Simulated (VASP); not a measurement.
# InPd (R3m) in VASP: notebook, part 2 of 2

VASP 6.6.1. Earlier steps stand in the parts before.

## Step 4: Single point, PBE (shortest bond scaled by 0.7)

File INCAR:

```
PREC = Accurate
ENCUT = 520
EDIFF = 1E-6
ISMEAR = -1
SIGMA = 0.05
LREAL = False
LASPH = True
NELM = 100
ALGO = Normal
ISIF = 2
LWAVE = False
LCHARG = True
GGA = PE
LELF = True
LVHAR = True
NBANDS = 18
```

File KPOINTS:

```
regular mesh
0
Gamma
  9 9 9
```

File POSCAR:

```
InPd
1.0
    3.2718847800      0.0000000000      0.0000000000
    0.0000000000      3.2718847800      0.0000000000
    0.0000000000      0.0000000000      3.2718847800
In Pd
1 1
Direct
   -0.0750000000     -0.0750000000     -0.0750000000
    0.5750000000      0.5750000000      0.5750000000
```

Potentials or basis: VASP PAW PBE potentials, release 64 (In_d, Pd).

Started as:

```
cat potpaw_PBE.64/In_d/POTCAR potpaw_PBE.64/Pd/POTCAR > POTCAR
mpirun -np 1 vasp_std > vasp.out
```

OUTCAR:

```text
PREC = Accurate
   ENCUT = 520
   EDIFF = 1E-6
   ISMEAR = -1
   LREAL = False
   LASPH = True
   NELM = 100
   ISIF = 2
   GGA = PE

 ion  position               nearest neighbor table
   1  0.925  0.925  0.925-   2 1.98   2 2.67   2 2.67   2 2.67   2 3.22   2 3.22   2 3.22   2 3.68

   2  0.575  0.575  0.575-   1 1.98   1 2.67   1 2.67   1 2.67   1 3.22   1 3.22   1 3.22   1 3.68

  LATTYP: Found a simple cubic cell.
 ALAT       =     3.2718847800

  Lattice vectors:

 A1 = (   3.2718847800,   0.0000000000,   0.0000000000)
 A2 = (   0.0000000000,   3.2718847800,   0.0000000000)
 A3 = (   0.0000000000,   0.0000000000,   3.2718847800)

Analysis of symmetry for initial positions (statically):
=====================================================================
 Subroutine PRICEL returns:
 Original cell was already a primitive cell.

 Routine SETGRP: Setting up the symmetry group for a
 simple cubic supercell.

 Subroutine GETGRP returns: Found  6 space group operations
 (whereof  6 operations were pure point group operations)
 out of a pool of 48 trial point group operations.

The static configuration has the point symmetry C_3v.

Analysis of symmetry for dynamics (positions and initial velocities):
=====================================================================
 Subroutine PRICEL returns:
 Original cell was already a primitive cell.

 Routine SETGRP: Setting up the symmetry group for a
 simple cubic supercell.

 Subroutine GETGRP returns: Found  6 space group operations
 (whereof  6 operations were pure point group operations)
 out of a pool of 48 trial point group operations.

The dynamic configuration has the point symmetry C_3v.
[... 103 lines left out ...]
   IBRION =     -1    ionic relax: 0-MD 1-quasi-New 2-CG
   NFREE  =      0    steps in history (QN), initial steepest desc. (CG)
   ISIF   =      2    stress and relaxation
   ISYM   =      2    0-nonsym 1-usesym 2-fastsym
   POTIM  = 0.5000    time-step for ionic-motion
   TEBEG  =    0.0;   TEEND  =   0.0 temperature during run
   PSTRESS=    0.0 pullay stress
   NELECT =      23.0000    total number of electrons
   NUPDOWN=      -1.0000    fix difference up-down
   EMIN   =  10.00;   EMAX   =-10.00  energy-range for DOS
   EFERMI =   0.00;   METHOD = LEGACY
   ISMEAR =    -1;   SIGMA  =   0.05  broadening in eV -4-tet -1-fermi 0-gaus
   EFERMI_NEDOS =   21; number of points for ismear=-14 and -15
   IALGO  =     38    algorithm
   IMIX   =      4    mixing-type and parameters
     AMIX     =   0.40;   BMIX     =  1.00
     AMIX_MAG =   1.60;   BMIX_MAG =  1.00
  volume/ion in A,a.u.               =      17.51       118.18
  Fermi-wavevector in a.u.,A,eV,Ry     =   1.422938  2.688964 27.548447  2.024754
  Thomas-Fermi vector in A             =   2.543589
   LORBIT       =      0    0 simple, 1 ext, 2 COOP (PROOUT), +10 PAW based schemes
   GGA     = PE    functional components
   LHFCALC =     F    Hartree Fock is set to
   AEXX    =    0.0000 exact exchange contribution
   IVDW    =     0    specifies the selected vdW correction
   LEPSILON=     F    determine dielectric tensor
   LRPA    =     F    only Hartree local field effects (RPA)
 non-spin polarized calculation
  energy-cutoff  :      520.00
  volume of cell :       35.03
 maximum number of plane-waves:       956
   NGX = 13   NGY = 13   NGZ = 13

 number of electron      23.0000015 magnetization

 Free energy of the ion-electron system (eV)
  ---------------------------------------------------
  ext. energy  EPLUGINS =         0.00000000
  ---------------------------------------------------
  free energy    TOTEN  =        -4.68910189 eV

  energy without entropy =       -4.68365198  energy(sigma->0) =       -4.68637694

 E-fermi :  10.6230     XC(G=0): -12.0445

 val. band max:       10.6218426409   @ k =   0.3333   0.1111   0.1111
 cond. band min:      10.7232559568   @ k =   0.3333   0.3333   0.0000
 fundamental gap:      0.1014133160
 Fermi energy:        10.6229816377

 k-point     1 :       0.0000    0.0000    0.0000
  band No.  band energies     occupation
      1      -4.8583      2.00000
      2      -4.8291      2.00000
      3      -4.8291      2.00000
      4      -4.1410      2.00000
      5      -4.1410      2.00000
      6       0.5420      2.00000
[... 481 lines left out ...]
      5      -4.0416      2.00000
      6       4.2272      2.00000
[... 10 lines left out ...]
     17      23.1283      0.00000
     18      24.4661      0.00000

 [... further k-points ...]
[... 5 lines left out ...]
  --------------------------------------------------------------------------------------
  -------------------------------------------------------------------------------------
  Total       12.9345810     12.9345810     12.9345810     10.2951388     10.2951388     10.2951388
  in kB      591.6555522    591.6555522    591.6555522    470.9217861    470.9217861    470.9217861
  external PRESSURE =     591.6555522 kB  Pullay stress =       0.0000000 kB

 VOLUME and BASIS-vectors are now :
 -----------------------------------------------------------------------------
  energy-cutoff  :      520.00
  volume of cell :       35.03
      direct lattice vectors                 reciprocal lattice vectors
     3.271884780  0.000000000  0.000000000     0.305634234  0.000000000  0.000000000
     0.000000000  3.271884780  0.000000000     0.000000000  0.305634234  0.000000000
     0.000000000  0.000000000  3.271884780     0.000000000  0.000000000  0.305634234

 POSITION                                       TOTAL-FORCE (eV/Angst)
 -----------------------------------------------------------------------------------
      3.02649      3.02649      3.02649         9.774385      9.774385      9.774385
      1.88133      1.88133      1.88133        -9.774385     -9.774385     -9.774385
 -----------------------------------------------------------------------------------
    total drift:                               -0.000175     -0.000175     -0.000173

  FREE ENERGIE OF THE ION-ELECTRON SYSTEM (eV)
  ---------------------------------------------------
  free  energy   TOTEN  =        -4.6891018913 eV

  energy  without entropy=       -4.6836519803  energy(sigma->0) =       -4.68637694
```

OSZICAR:

```text
N       E                     dE             d eps       ncg     rms          rms(c)
DAV:   1     0.166292750054E+03    0.16629E+03   -0.10623E+04  3106   0.165E+03
DAV:   2     0.394692484687E+01   -0.16235E+03   -0.15570E+03  3086   0.360E+02
DAV:   3    -0.482096514981E+01   -0.87679E+01   -0.87044E+01  3536   0.891E+01
DAV:   4    -0.500712344933E+01   -0.18616E+00   -0.18606E+00  3520   0.118E+01
DAV:   5    -0.501634503871E+01   -0.92216E-02   -0.92212E-02  4086   0.262E+00    0.118E+01
DAV:   6    -0.476798328520E+01    0.24836E+00   -0.22805E-01  4614   0.697E+00    0.662E+00
DAV:   7    -0.469328669513E+01    0.74697E-01   -0.18480E-01  4522   0.432E+00    0.966E-01
DAV:   8    -0.468993693639E+01    0.33498E-02   -0.12880E-02  3350   0.104E+00    0.565E-01
DAV:   9    -0.468910890002E+01    0.82804E-03   -0.29700E-03  4412   0.521E-01    0.151E-01
DAV:  10    -0.468909987571E+01    0.90243E-05   -0.11307E-04  3730   0.109E-01    0.588E-02
DAV:  11    -0.468910236411E+01   -0.24884E-05   -0.77051E-06  3432   0.230E-02    0.103E-02
DAV:  12    -0.468910189126E+01    0.47285E-06   -0.32728E-07  1714   0.574E-03
   1 F= -.46891019E+01 E0= -.46863769E+01  d E =-.544991E-02
```

Wall time 35 s (1 thread of Intel Xeon 8259CL, shared host); peak memory 0.18 GiB.

Results:

| Quantity | Value |
| --- | --- |
| Free energy | -4.6891 eV |
| Pressure | 59.2 GPa |
| Largest force | 16.930 eV/Å |

Forces in eV/Å, atoms in the order of the input:
```
In   9.774  9.774  9.774
Pd  -9.774 -9.774 -9.774
```

Levels at points of the mesh, in eV from the Fermi level:
```tsv
k point	band 8	band 9	band 10	band 11	band 12	band 13	band 14	band 15
(0.00, 0.00, 0.00)	-4.64	-2.83	-2.78	-2.78	5.65	5.65	5.70	8.02
```

Caveat: the cell differs from its parent crystal (shortest bond scaled by 0.7); spin-orbit coupling is left out, which moves the levels of the heavy elements; forces of over 1 eV/Å act on the atoms, so gaps and moduli don't describe the material at rest.

## Step 5: Single point, PBE (shortest bond scaled by 0.58)

File INCAR:

```
ALGO = Normal
EDIFF = 1E-7
ENCUT = 520
GGA = PE
ISIF = 2
ISMEAR = -1
LASPH = True
LCHARG = True
LELF = True
LREAL = False
LVHAR = True
LWAVE = False
NBANDS = 18
NELM = 60
PREC = Accurate
SIGMA = 0.05
```

File KPOINTS:

```
k-points
0
Gamma
  9 9 9
```

File POSCAR:

```
InPd
1.0
    3.2718847800      0.0000000000      0.0000000000
    0.0000000000      3.2718847800      0.0000000000
    0.0000000000      0.0000000000      3.2718847800
In Pd
1 1
Direct
   -0.1050000000     -0.1050000000     -0.1050000000
    0.6050000000      0.6050000000      0.6050000000
```

Potentials or basis: VASP PAW PBE potentials, release 64 (In_d, Pd).

Started as:

```
cat potpaw_PBE.64/In_d/POTCAR potpaw_PBE.64/Pd/POTCAR > POTCAR
mpirun -np 1 vasp_std > vasp.out
```

OUTCAR:

```text
EDIFF = 1E-7
   ENCUT = 520
   GGA = PE
   ISIF = 2
   ISMEAR = -1
   LASPH = True
   LREAL = False
   NELM = 60
   PREC = Accurate

 ion  position               nearest neighbor table
   1  0.895  0.895  0.895-   2 1.64   2 2.68   2 2.68   2 2.68   2 3.42   2 3.42   2 3.42
   2  0.605  0.605  0.605-   1 1.64   1 2.68   1 2.68   1 2.68   1 3.42   1 3.42   1 3.42

 -----------------------------------------------------------------------------
|                                                                             |
|           W    W    AA    RRRRR   N    N  II  N    N   GGGG   !!!           |
|           W    W   A  A   R    R  NN   N  II  NN   N  G    G  !!!           |
|           W    W  A    A  R    R  N N  N  II  N N  N  G       !!!           |
|           W WW W  AAAAAA  RRRRR   N  N N  II  N  N N  G  GGG   !            |
|           WW  WW  A    A  R   R   N   NN  II  N   NN  G    G                |
|           W    W  A    A  R    R  N    N  II  N    N   GGGG   !!!           |
|                                                                             |
|     The distance between some ions is very small. Please check the          |
|     nearest-neighbor list in the OUTCAR file.                               |
|     I HOPE YOU KNOW WHAT YOU ARE DOING!                                     |
|                                                                             |
[... 185 lines left out ...]

 val. band max:       10.7881798528   @ k =   0.3333   0.1111   0.1111
 cond. band min:      10.8258089443   @ k =   0.4444   0.4444   0.4444
 fundamental gap:      0.0376290915
 Fermi energy:        10.8100713697

 k-point     1 :       0.0000    0.0000    0.0000
  band No.  band energies     occupation
      1      -6.7465      2.00000
      2      -6.4068      2.00000
      3      -6.4068      2.00000
      4      -4.7775      2.00000
      5      -4.7775      2.00000
      6       0.9293      2.00000
[... 481 lines left out ...]
      5      -4.6110      2.00000
      6       4.4118      2.00000
[... 10 lines left out ...]
     17      23.6343      0.00000
     18      25.4263      0.00000

 [... further k-points ...]
[... 5 lines left out ...]
  --------------------------------------------------------------------------------------
  -------------------------------------------------------------------------------------
  Total       24.3379349     24.3379349     24.3379349     20.8613084     20.8613084     20.8613084
  in kB     1113.2694777   1113.2694777   1113.2694777    954.2411066    954.2411066    954.2411066
  external PRESSURE =    1113.2694777 kB  Pullay stress =       0.0000000 kB

 VOLUME and BASIS-vectors are now :
 -----------------------------------------------------------------------------
  energy-cutoff  :      520.00
  volume of cell :       35.03
      direct lattice vectors                 reciprocal lattice vectors
     3.271884780  0.000000000  0.000000000     0.305634234  0.000000000  0.000000000
     0.000000000  3.271884780  0.000000000     0.000000000  0.305634234  0.000000000
     0.000000000  0.000000000  3.271884780     0.000000000  0.000000000  0.305634234

 POSITION                                       TOTAL-FORCE (eV/Angst)
 -----------------------------------------------------------------------------------
      2.92834      2.92834      2.92834        22.697312     22.697312     22.697312
      1.97949      1.97949      1.97949       -22.697312    -22.697312    -22.697312
 -----------------------------------------------------------------------------------
    total drift:                                0.000183      0.000183      0.000182

  FREE ENERGIE OF THE ION-ELECTRON SYSTEM (eV)
  ---------------------------------------------------
  free  energy   TOTEN  =         5.0003058228 eV

  energy  without entropy=        5.0047396217  energy(sigma->0) =        5.00252272
```

Run time: 47 s. Hardware: 1 thread of Intel Xeon 8259CL, shared host; peak memory 0.18 GiB.

What came out:

| Property | Result |
| --- | --- |
| Free energy | 5.0003 eV |
| Pressure | 111.3 GPa |
| Largest force | 39.313 eV/Å |

Forces in eV/Å, atoms in the order of the input:
```
In   22.697  22.697  22.697
Pd  -22.697 -22.697 -22.697
```

Stress tensor (GPa, compression positive):
```
111.33  95.42  95.42
 95.42 111.33  95.42
 95.42  95.42 111.33
```

Levels at points of the mesh, in eV from the Fermi level:
| k point | band 7 | band 8 | band 9 | band 10 | band 11 | band 12 | band 13 | band 14 | band 15 | band 16 |
| --- | --- | --- | --- | --- | --- | --- | --- | --- | --- | --- |
| (0.00, 0.00, 0.00) | -5.25 | -5.25 | -3.46 | -3.14 | -3.14 | 6.65 | 6.65 | 7.17 | 7.81 | 8.29 |

Caveat: the cell differs from its parent crystal (shortest bond scaled by 0.58); spin-orbit coupling is left out, which moves the levels of the heavy elements; forces of over 1 eV/Å act on the atoms, so gaps and moduli don't describe the material at rest.
